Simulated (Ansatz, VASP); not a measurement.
Two plane-wave programs on NaI

Contents of POSCAR:

```
NaI
1.0
    0.0000000000      3.2364000000      3.2849460000
    3.2364000000      0.0000000000      3.2849460000
    3.2364000000      3.2364000000      0.0000000000
Na I
1 1
Direct
    0.0000000000      0.0000000000      0.0000000000
    0.5000000000      0.5000000000      0.5000000000
```

Contents of INCAR.step1:

```
ALGO = Normal
EDIFF = 1E-4
ENCUT = 520
GGA = PE
ISMEAR = 0
LASPH = T
LCHARG = F
LREAL = F
LWAVE = T
NBANDS = 14
NELM = 60
PREC = Accurate
SIGMA = 0.05
```

File INCAR.step2:

```
ALGO = Normal
EDIFF = 1E-6
ENCUT = 520
ISIF = 2
ISMEAR = 0
ISTART = 1
LASPH = T
LCHARG = F
LMIXTAU = T
LREAL = F
LWAVE = F
METAGGA = R2SCAN
NBANDS = 14
NELM = 60
PREC = Accurate
SIGMA = 0.05
```

KPOINTS

```
k-points
0
Gamma
  6 6 6
```

Input for Ansatz:

```yaml
crystal:
  lattice:
    - [0.0, 3.2364, 3.284946]
    - [3.2364, 0.0, 3.284946]
    - [3.2364, 3.2364, 0.0]
  atoms:
    - { symbol: Na, position: [0.0, 0.0, 0.0] }
    - { symbol: I, position: [0.5, 0.5, 0.5] }
basis:
  ecutwfc: 500
kpoints:
  mp_grid: { grid: [6, 6, 6] }
hamiltonian:
  xc: r2scan
scf:
  occupations: { method: gaussian, width: 0.05 }
output:
  forces: true
  stress: true
  eigenvalues: true
```

Change from the starting cell: strain +0.000 along x and y, +0.015 along z, atoms carried along.

Alike in both runs: task single point; functional r2SCAN; k mesh 6 × 6 × 6; occupations gaussian, width 0.05 eV; no spin polarisation.

```csv
,VASP,Ansatz
version,VASP 6.6.1,Ansatz 0.2.0
potentials or method,"VASP PAW PBE potentials, release 64 (Na_pv, I), cutoff 520 eV","scalar-relativistic, plane waves, PAW"
valence electrons in the cell,14,26
```

```tsv
	VASP	Ansatz	Ansatz less VASP
gap on the k mesh at the Fermi level (eV)	4.38	4.37	-0.009
least direct gap on the mesh (eV)	4.38	4.37	-0.009
pressure (GPa)	-0.4	-0.3	+0.08
traceless stress, the component that is largest in VASP (GPa)	-0.25	-0.24	+0.009
```

VASP's potentials were made for PBE, not for r2SCAN. With one functional, cell and mesh, what is left measures potentials, basis and numerics. VASP's potentials hold 14 valence electrons a cell and Ansatz's 26, so a difference there can come from the potentials and not from the codes.

Spin-orbit coupling is off throughout.
